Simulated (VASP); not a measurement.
# Ge7I (R-3m) in VASP: further runs, part 2 of 2

VASP 6.6.1.

**3. Single point, PBE**

This run uses another cell than the first one, of 26.02 Å³/atom, 0.815 times its volume.

Input file INCAR:

```
SYSTEM = Ge7I
ALGO = Normal
EDIFF = 1E-6
ENCUT = 520
GGA = PE
ISIF = 2
ISMEAR = 0
LASPH = .TRUE.
LCHARG = .TRUE.
LELF = .TRUE.
LREAL = .FALSE.
LVHAR = .TRUE.
LWAVE = .FALSE.
NBANDS = 62
NELM = 80
PREC = Accurate
SIGMA = 0.1
```

Input file KPOINTS:

```
k-points
0
G
  3 3 3
  0 0 0
```

Input file POSCAR:

```
Ge7I
1.0
    3.1871089400      1.8400782100      5.9149652100
   -3.1871089400      1.8400782100      5.9149652100
    0.0000000000     -3.6801564100      5.9149652100
Ge I
7 1
Direct
    0.1532767800      0.8467232200      0.5000000000
    0.5000000000      0.1532767800      0.8467232200
    0.8467232200      0.5000000000      0.1532767800
    0.8467232200      0.1532767800      0.5000000000
    0.5000000000      0.8467232200      0.1532767800
    0.1532767800      0.5000000000      0.8467232200
    0.5000000000      0.5000000000      0.5000000000
    0.0000000000      0.0000000000      0.0000000000
```

Potentials or basis: VASP PAW PBE potentials, release 64 (Ge_d, I).

Run with:

```
$ cat potpaw_PBE.64/Ge_d/POTCAR potpaw_PBE.64/I/POTCAR > POTCAR
$ mpirun -np 1 vasp_std > vasp.out
```

OUTCAR:

```text
SYSTEM = Ge7I
   EDIFF = 1E-6
   ENCUT = 520
   GGA = PE
   ISIF = 2
   ISMEAR = 0
   LASPH = .TRUE.
   LREAL = .FALSE.
   NELM = 80
   PREC = Accurate

 ion  position               nearest neighbor table
   1  0.153  0.847  0.500-   4 1.95   7 2.21   6 2.21   5 2.21
   2  0.500  0.153  0.847-   5 1.95   6 2.21   4 2.21   7 2.21
   3  0.847  0.500  0.153-   6 1.95   5 2.21   4 2.21   7 2.21
   4  0.847  0.153  0.500-   1 1.95   7 2.21   3 2.21   2 2.21
   5  0.500  0.847  0.153-   2 1.95   3 2.21   1 2.21   7 2.21
   6  0.153  0.500  0.847-   3 1.95   2 2.21   1 2.21   7 2.21
   7  0.500  0.500  0.500-   1 2.21   4 2.21   3 2.21   2 2.21   5 2.21   6 2.21
   8  0.000  0.000  0.000-

  LATTYP: Found a trigonal (rhomboedric) cell.
 ALAT       =     6.9663738523
 COS(alpha) =     0.5813893636

  Lattice vectors:

 A1 = (   3.1871089400,   1.8400782100,   5.9149652100)
 A2 = (  -3.1871089400,   1.8400782100,   5.9149652100)
 A3 = (   0.0000000000,  -3.6801564100,   5.9149652100)

Analysis of symmetry for initial positions (statically):
=====================================================================
 Subroutine PRICEL returns:
 Original cell was already a primitive cell.

 Routine SETGRP: Setting up the symmetry group for a
 trigonal (rhombohedral) supercell.

 Subroutine GETGRP returns: Found 12 space group operations
 (whereof 12 operations were pure point group operations)
 out of a pool of 12 trial point group operations.

The static configuration has the point symmetry D_3d.

Analysis of symmetry for dynamics (positions and initial velocities):
=====================================================================
 Subroutine PRICEL returns:
 Original cell was already a primitive cell.

 Routine SETGRP: Setting up the symmetry group for a
 trigonal (rhombohedral) supercell.

 Subroutine GETGRP returns: Found 12 space group operations
 (whereof 12 operations were pure point group operations)
 out of a pool of 12 trial point group operations.

The dynamic configuration has the point symmetry D_3d.

 Subroutine INISYM returns: Found 12 space group operations
 (whereof 12 operations are pure point group operations),
 and found     1 'primitive' translations

----------------------------------------------------------------------------------------

                                     Primitive cell

  volume of cell :     208.1309

  direct lattice vectors                    reciprocal lattice vectors
     3.187108940  1.840078210  5.914965210     0.156881992  0.090575860  0.056354234
    -3.187108940  1.840078210  5.914965210    -0.156881992  0.090575860  0.056354234
     0.000000000 -3.680156410  5.914965210     0.000000000 -0.181151721  0.056354234

  length of vectors
     6.966373852  6.966373852  6.966373851     0.189714906  0.189714906  0.189714906

  position of ions in fractional coordinates (direct lattice)
     0.153276780  0.846723220  0.500000000
     0.500000000  0.153276780  0.846723220
     0.846723220  0.500000000  0.153276780
     0.846723220  0.153276780  0.500000000
     0.500000000  0.846723220  0.153276780
     0.153276780  0.500000000  0.846723220
     0.500000000  0.500000000  0.500000000
     0.000000000  0.000000000  0.000000000

  ion indices of the primitive-cell ions
   primitive index   ion index
                 1           1
[... 39 lines left out ...]
 -0.333333  0.333333  0.000000      6.000000
  0.333333  0.333333  0.333333      2.000000
 -0.333333  0.333333  0.333333      6.000000
   k-points           NKPTS =      6   k-points in BZ     NKDIM =      6   number of bands    NBANDS=     62
   number of dos      NEDOS =    301   number of ions     NIONS =      8
   total plane-waves  NPLWV = 157464
   dimension x,y,z NGX =    54 NGY =   54 NGZ =   54
   dimension x,y,z NGXF=   108 NGYF=  108 NGZF=  108
   ions per type =               7   1
   NGX,Y,Z   is equivalent  to a cutoff of  12.89, 12.89, 12.89 a.u.
   NGXF,Y,Z  is equivalent  to a cutoff of  25.77, 25.77, 25.77 a.u.
 SYSTEM =  Ge7I
   PREC   = accura    normal or accurate (medium, high low for compatibility)
   ISTART =      0    job   : 0-new  1-cont  2-samecut
   ICHARG =      2    charge: 1-file 2-atom 10-const
   ISPIN  =      1    spin polarized calculation?
   LNONCOLLINEAR =      F non collinear calculations
   LSORBIT =      F    spin-orbit coupling
   LASPH  =      T    aspherical Exc in radial PAW
   ENCUT  =  520.0 eV  38.22 Ry    6.18 a.u.  12.95 12.95 12.95*2*pi/ulx,y,z
   NELM   =     80;   NELMIN=  2; NELMDL= -5     # of ELM steps
   EDIFF  = 0.1E-05   stopping-criterion for ELM
   LREAL  =      F    real-space projection
   EDIFFG = 0.1E-04   stopping-criterion for IOM
   NSW    =      0    number of steps for IOM
   IBRION =     -1    ionic relax: 0-MD 1-quasi-New 2-CG
   NFREE  =      0    steps in history (QN), initial steepest desc. (CG)
   ISIF   =      2    stress and relaxation
   ISYM   =      2    0-nonsym 1-usesym 2-fastsym
   POTIM  = 0.5000    time-step for ionic-motion
   TEBEG  =    0.0;   TEEND  =   0.0 temperature during run
   PSTRESS=    0.0 pullay stress
   NELECT =     105.0000    total number of electrons
   NUPDOWN=      -1.0000    fix difference up-down
   EMIN   =  10.00;   EMAX   =-10.00  energy-range for DOS
   EFERMI =   0.00;   METHOD = LEGACY
   ISMEAR =     0;   SIGMA  =   0.10  broadening in eV -4-tet -1-fermi 0-gaus
   EFERMI_NEDOS =   21; number of points for ismear=-14 and -15
   IALGO  =     38    algorithm
   IMIX   =      4    mixing-type and parameters
     AMIX     =   0.40;   BMIX     =  1.00
     AMIX_MAG =   1.60;   BMIX_MAG =  1.00
  volume/ion in A,a.u.               =      26.02       175.57
  Fermi-wavevector in a.u.,A,eV,Ry     =   1.303244  2.462774 23.108744  1.698445
  Thomas-Fermi vector in A             =   2.434259
   LORBIT       =      0    0 simple, 1 ext, 2 COOP (PROOUT), +10 PAW based schemes
   GGA     = PE    functional components
   LHFCALC =     F    Hartree Fock is set to
   AEXX    =    0.0000 exact exchange contribution
   IVDW    =     0    specifies the selected vdW correction
   LEPSILON=     F    determine dielectric tensor
   LRPA    =     F    only Hartree local field effects (RPA)
 non-spin polarized calculation
 Gauss-broadening in eV      SIGMA  =   0.10
  energy-cutoff  :      520.00
  volume of cell :      208.13
 maximum number of plane-waves:      5629
 NGX is ok and might be reduce to    54
   NGX = 25   NGY = 25   NGZ = 25

 number of electron     105.0000016 magnetization

 Free energy of the ion-electron system (eV)
  ---------------------------------------------------
  ext. energy  EPLUGINS =         0.00000000
  ---------------------------------------------------
  free energy    TOTEN  =       -14.76358891 eV

  energy without entropy =      -14.74059896  energy(sigma->0) =      -14.75209394

 E-fermi :   4.1365     XC(G=0):  -8.7846

 val. band max:        4.1135171332   @ k =   0.3333   0.3333   0.3333
 cond. band min:       4.1589619065   @ k =  -0.3333   0.3333   0.0000
 fundamental gap:      0.0454447732
 Fermi energy:         4.1364819682

 k-point     1 :       0.0000    0.0000    0.0000
  band No.  band energies     occupation
      1     -22.6303      2.00000
      2     -22.5467      2.00000
      3     -22.5467      2.00000
      4     -22.2261      2.00000
      5     -21.8720      2.00000
      6     -21.8415      2.00000
[... 379 lines left out ...]
     61       8.7465      0.00000
     62       8.8506      0.00000

------------------------ aborting loop because EDIFF is reached ----------------------------------------

  FORCE on cell =-STRESS in cart. coord.  units (eV):
  Direction    XX          YY          ZZ          XY          YZ          ZX
  --------------------------------------------------------------------------------------
  -------------------------------------------------------------------------------------
  Total       77.4098002     77.4098004      2.5986781      0.0000000      0.0000000      0.0000000
  in kB      595.8952093    595.8952108     20.0044416      0.0000000      0.0000000      0.0000000
  external PRESSURE =     403.9316206 kB  Pullay stress =       0.0000000 kB

 VOLUME and BASIS-vectors are now :
 -----------------------------------------------------------------------------
  energy-cutoff  :      520.00
  volume of cell :      208.13
      direct lattice vectors                 reciprocal lattice vectors
     3.187108940  1.840078210  5.914965210     0.156881992  0.090575860  0.056354234
    -3.187108940  1.840078210  5.914965210    -0.156881992  0.090575860  0.056354234
     0.000000000 -3.680156410  5.914965210     0.000000000 -0.181151721  0.056354234

 POSITION                                       TOTAL-FORCE (eV/Angst)
 -----------------------------------------------------------------------------------
     -2.21009      0.00000      8.87245         2.938774      0.000000      0.000000
      1.10504     -1.91399      8.87245        -1.469387      2.545053     -0.000000
      1.10504      1.91399      8.87245        -1.469387     -2.545053     -0.000000
      2.21009      0.00000      8.87245        -2.938774     -0.000000      0.000000
     -1.10504      1.91399      8.87245         1.469387     -2.545053     -0.000000
     -1.10504     -1.91399      8.87245         1.469387      2.545053     -0.000000
      0.00000      0.00000      8.87245         0.000000      0.000000     -0.000000
      0.00000      0.00000      0.00000        -0.000000      0.000000     -0.000000
 -----------------------------------------------------------------------------------
    total drift:                                0.000000      0.000000     -0.000000

  FREE ENERGIE OF THE ION-ELECTRON SYSTEM (eV)
  ---------------------------------------------------
  free  energy   TOTEN  =       -14.7635889143 eV

  energy  without entropy=      -14.7405989561  energy(sigma->0) =      -14.75209394
```

It took 2.3 min on 1 thread of Intel Xeon Platinum 8488C (Sapphire Rapids), shared host; peak memory 0.39 GiB.

Results:

| Property | Result |
| --- | --- |
| Free energy | -14.7636 eV |
| Pressure | 40.4 GPa |
| Largest force | 2.939 eV/Å |

Forces in eV/Å, atoms in the order of the input:
```
Ge   2.939  0.000  0.000
Ge  -1.469  2.545  0.000
Ge  -1.469 -2.545  0.000
Ge  -2.939  0.000  0.000
Ge   1.469 -2.545  0.000
Ge   1.469  2.545  0.000
Ge   0.000  0.000  0.000
I    0.000  0.000  0.000
```

Levels at points of the mesh, in eV from the Fermi level:
| k point | band 49 | band 50 | band 51 | band 52 | band 53 | band 54 | band 55 | band 56 |
| --- | --- | --- | --- | --- | --- | --- | --- | --- |
| (0.00, 0.00, 0.00) | -1.57 | -0.67 | -0.67 | 0.23 | 0.23 | 0.82 | 0.83 | 0.83 |

Caveat: the k points lie up to 0.40 Å⁻¹ apart; spin-orbit coupling is left out, which moves the levels of the heavy elements; an odd number of electrons without spin polarisation forces a metal; a magnetic or distorted state may lie lower.
